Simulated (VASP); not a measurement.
The system is MoRu.

```
Mo Ru
1.0
     2.77741    0.00000    0.00000
    -1.38871    2.40531    0.00000
     0.00000    0.00000    4.46371
Mo Ru
1 1
Direct
  0.66667 0.33333 0.00000
  0.33333 0.66667 0.50000
```

| Quantity | Value |
| --- | --- |
| Program | VASP 6.6.1 |
| Task | relaxation of volume and atoms at fixed shape |
| Functional | LDA |
| Potentials or basis | VASP PAW LDA potentials, release 64 (Mo_sv, Ru_pv) |
| Cutoff | 600 eV |
| k mesh | 8 × 8 × 5 |
| Occupations | fermi-dirac, width 0.1 eV |
| Spin | no spin polarisation |

At the start: pressure -15.9 GPa; volume 14.91 Å³/atom.

Question: How do energy, volume and symmetry change on relaxing?

Answer: Over 4 steps the energy falls by 42.8 meV/atom and the volume is 14.10 Å³/atom (-5.4 %); space group P-6m2 (No. 187, to 0.1 Å) before and after.

The path:
| step | energy change (eV) | largest force (eV/Å) | pressure (GPa) | volume (Å³) |
| --- | --- | --- | --- | --- |
| 1 | 0.0000 | 0.0000 | -15.89 | 29.82 |
| 2 | 0.7941 | 0.0000 | 76.11 | 23.88 |
| 3 | -0.0853 | 0.0000 | -1.20 | 28.29 |
| 4 | -0.0857 | 0.0000 | -0.27 | 28.20 |

Final structure:
```yaml
crystal:
  lattice:
    - [2.72630, 0.00000, 0.00000]
    - [-1.36315, 2.36104, 0.00000]
    - [0.00000, 0.00000, 4.38155]
  atoms:
    - { symbol: Mo, position: [0.66667, 0.33333, 0.00000] }
    - { symbol: Ru, position: [0.33333, 0.66667, 0.50000] }
```
